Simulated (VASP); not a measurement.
Wanted: the native input for a VASP 6.6.1 run.

| Item | Value |
| --- | --- |
| Task | single point |
| Functional | PBE |
| Potentials or basis | VASP PAW PBE potentials, release 64 (C) |
| Cutoff | 600 eV |
| k mesh | 8 × 8 × 8 |
| Occupations | gaussian, width 0.1 eV |
| Spin | no spin polarisation |
| Dipole correction | no |
| Further INCAR settings | ALGO = Normal; EDIFF = 1e-06; NBANDS = 13 |

The structure of C lies in POSCAR:

```
C
1.0
    0.0000000000      2.0057577500      2.0057577500
    2.0057577500      0.0000000000      2.0057577500
    2.0057577500      2.0057577500      0.0000000000
C
3
Direct
    0.2500000000      0.2500000000      0.2500000000
    0.7500000000      0.7500000000      0.7500000000
    0.0000000000      0.0000000000      0.0000000000
```

One way to write it, as run:

INCAR

```
PREC = Accurate
ENCUT = 600
EDIFF = 1E-6
ISMEAR = 0
SIGMA = 0.1
LREAL = False
LASPH = True
NELM = 120
ALGO = Normal
ISIF = 2
LWAVE = False
LCHARG = True
GGA = PE
LELF = True
LVHAR = True
NBANDS = 13
GGA_COMPAT = False
```

KPOINTS

```
Automatic mesh
0
Gamma
  8 8 8
```

Potentials or basis: VASP PAW PBE potentials, release 64 (C).

Run with:

```console
$ cat potpaw_PBE.64/C/POTCAR > POTCAR
$ mpirun -np 1 vasp_std > vasp.out
```

It gave:

| Quantity | Value |
| --- | --- |
| Pressure | 68.7 GPa |
| Band gap on the k mesh | zero (band 6 reaches 14.50 eV, above the bottom of band 7 at 8.66 eV) |

It took 2.8 s on 1 thread of Intel(R) Xeon(R) 6975P-C (Granite Rapids), on a shared host, peak memory 0.12 GiB.
